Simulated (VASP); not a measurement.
**O: single point with PBE**

O:

```
O
1.0
     0.00000    2.09064    2.09064
     2.09064    0.00000    2.09064
     2.09064    2.09064    0.00000
O
2
Direct
  0.87500 0.87500 0.87500
  0.12500 0.12500 0.12500
```

```json
{
 "Program": "VASP 6.6.1",
 "Task": "single point",
 "Functional": "PBE",
 "Potentials or basis": "VASP PAW PBE potentials, release 64 (O)",
 "Cutoff": "520 eV",
 "k mesh": "14 × 14 × 14",
 "Occupations": "fermi-dirac, width 0.05 eV",
 "Spin": "no spin polarisation",
 "Dipole correction": "no",
 "Further INCAR settings": "ALGO = Normal; EDIFF = 1e-06; NBANDS = 13"
}
```

- Pressure: 25.9 GPa
- Band gap on the k mesh: zero (band 6 reaches 2.72 eV, above the bottom of band 7 at 1.40 eV)

Levels at points of the mesh, in eV from the Fermi level:
| k point | band 2 | band 3 | band 4 | band 5 | band 6 | band 7 | band 8 | band 9 | band 10 | band 11 |
| --- | --- | --- | --- | --- | --- | --- | --- | --- | --- | --- |
| (0.00, 0.00, 0.00) | -13.03 | -4.53 | -4.53 | -4.53 | -0.88 | -0.88 | -0.88 | 10.27 | 24.63 | 24.63 |
| (0.50, 0.00, 0.00) | -16.77 | -5.76 | -5.65 | -5.65 | 0.44 | 0.44 | 1.55 | 13.85 | 16.68 | 20.83 |
| (0.50, 0.50, 0.00) | -18.93 | -6.96 | -6.96 | -2.48 | -2.48 | 2.09 | 2.09 | 13.67 | 13.67 | 24.92 |

Run time: 11 s on 1 thread of Intel(R) Xeon(R) 6975P-C (Granite Rapids), on a shared host, peak memory 0.14 GiB.
